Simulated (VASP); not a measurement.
Input of a VASP 6.6.1 run:

Contents of INCAR:

```
SYSTEM = Si3Sn
PREC = Accurate
ENCUT = 520
EDIFF = 1E-6
ISMEAR = 0
SIGMA = 0.1
LREAL = .FALSE.
LASPH = .TRUE.
NELM = 80
ALGO = Normal
ISIF = 2
LWAVE = .FALSE.
LCHARG = .TRUE.
GGA = PE
LELF = .TRUE.
LVHAR = .TRUE.
NBANDS = 36
```

KPOINTS

```
Automatic mesh
0
G
  4 4 4
  0 0 0
```

Contents of POSCAR:

```
Si3Sn
1.0
    5.1603242000      0.0000000000      0.0000000000
    0.0000000000      5.1603242000      0.0000000000
    0.0000000000      0.0000000000      5.1603242000
Si Sn
6 2
Direct
    0.2500000000      0.0000000000      0.5000000000
    0.5000000000      0.7500000000      0.0000000000
    0.7500000000      0.0000000000      0.5000000000
    0.5000000000      0.2500000000      0.0000000000
    0.0000000000      0.5000000000      0.7500000000
    0.0000000000      0.5000000000      0.2500000000
    0.0000000000      0.0000000000      0.0000000000
    0.5000000000      0.5000000000      0.5000000000
```

Potentials or basis: VASP PAW PBE potentials, release 64 (Si, Sn_d).

Run with:

```console
$ cat potpaw_PBE.64/Si/POTCAR potpaw_PBE.64/Sn_d/POTCAR > POTCAR
$ mpirun -np 1 vasp_std > vasp.out
```

Problem. Predict the pressure.

Solution. 7.2 GPa.

Problem. What does it give for the band gap on the k mesh?

Solution. Zero (bands 26 and 27 overlap by 2.33 eV).

Caveat: the cell stands under pressure; spin-orbit coupling is left out, which moves the levels of the heavy elements.
